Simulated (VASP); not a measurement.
A run of VASP 6.6.1 is set up as follows.

The input INCAR:

```
PREC = Accurate ; ENCUT = 520
EDIFF = 1E-6 ; ISMEAR = 0
SIGMA = 0.016 ; LREAL = F
LASPH = T ; NELM = 60
ALGO = Normal ; ISIF = 2
LWAVE = F ; LCHARG = T
GGA = PE ; LELF = T
LVHAR = T ; NBANDS = 12
```

Contents of KPOINTS:

```
regular mesh
0
Gamma
  11 11 11
```

POSCAR

```
Ti
1.0
   -1.6410000000      1.6410000000      1.6410000000
    1.6410000000     -1.6410000000      1.6410000000
    1.6410000000      1.6410000000     -1.6410000000
Ti
1
Direct
    0.0000000000      0.0000000000      0.0000000000
```

Potentials or basis: VASP PAW PBE potentials, release 64 (Ti_sv).

Run with:

```sh
$ cat potpaw_PBE.64/Ti_sv/POTCAR > POTCAR
$ mpirun -np 1 vasp_std > vasp.out
```

(1) Estimate the band gap on the k mesh.

(2) What does it give for the pressure?

Answers

(1) zero (bands 6 and 7 overlap by 1.57 eV).

(2) -3.1 GPa.

Caveat: the cell stands under tension.
